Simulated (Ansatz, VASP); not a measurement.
## ReP2 in VASP and in Ansatz

```
Re P
1.0
     4.00955    0.00000    0.00000
     0.00000    4.00955    0.00000
     0.00000    0.00000    2.98429
Re P
1 2
Direct
  0.00000 0.00000 0.48960
  0.00000 0.50000 0.98821
  0.50000 0.00000 0.98821
```

Alike in both runs: functional PBE; k mesh 6 × 6 × 4; occupations gaussian, width 0.1 eV; no spin polarisation.

Ansatz relaxed the structure, and its values are those at the end. VASP's run is a single point on that final structure, the one shown.

|  | VASP | Ansatz |
| --- | --- | --- |
| version | VASP 6.6.1 | Ansatz 0.2.0 |
| potentials or method | VASP PAW PBE potentials, release 64 (Re_sv_GW, P), cutoff 560 eV | scalar-relativistic, plane waves, PAW |
| valence electrons in the cell | 25 | 25 |

|  | VASP | Ansatz | Ansatz less VASP |
| --- | --- | --- | --- |
| gap on the k mesh at the Fermi level (eV) | none | none | - |
| pressure (GPa) | -0.5 | 0.1 | +0.57 |

A gap of «none» marks a metal or a gap that the smearing closes.

The k mesh is coarse, so the values compare programs but aren't converged. Neither program's run includes spin-orbit coupling.
